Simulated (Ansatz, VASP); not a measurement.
Two plane-wave programs on BaTiO3

```
CELL_PARAMETERS angstrom
4.10362 0.00000 0.00000
0.00000 2.92216 2.84580
0.00000 -2.92216 2.84580
ATOMIC_POSITIONS crystal
Ba 0.00000 0.00000 0.00000
Ti 0.50000 0.50790 0.50790
O 0.00000 0.49210 0.49210
O 0.50000 0.50251 0.99371
O 0.50000 0.99371 0.50251
```

Change from the starting cell: equal xx and yy strain of +3 %, PAW files.

Alike in both runs: task electric field gradients; functional PBEsol; k mesh 8 × 8 × 8; occupations fermi-dirac, width 0.05 eV; no spin polarisation.

|  | VASP | Ansatz |
| --- | --- | --- |
| version | VASP 6.6.1 | Ansatz 0.2.0 |
| potentials or method | VASP PAW PBE potentials, release 64 (Ba_sv, Ti_sv, O_h) | PAW with Ansatz's default frozen-core files, scalar-relativistic |
| plane-wave cutoff (eV) | 1000 | 420 |
| valence electrons in the cell | 40 | 40 |

Ansatz gave:

* rms of the force components (eV/Å): 0.156
* size of Vzz on the site where it differs most (V/Å²): 17.2

Estimate VASP's values.

rms of the force components (eV/Å): 0.153; size of Vzz on the site where it differs most (V/Å²): 18.4.

VASP's potentials were made for PBE, not for PBEsol. Atom by atom the forces differ by 0.005 eV/Å (rms over components). The functional is the same, so the differences come from potentials, cutoffs and numerics.

Spin-orbit coupling is off throughout.
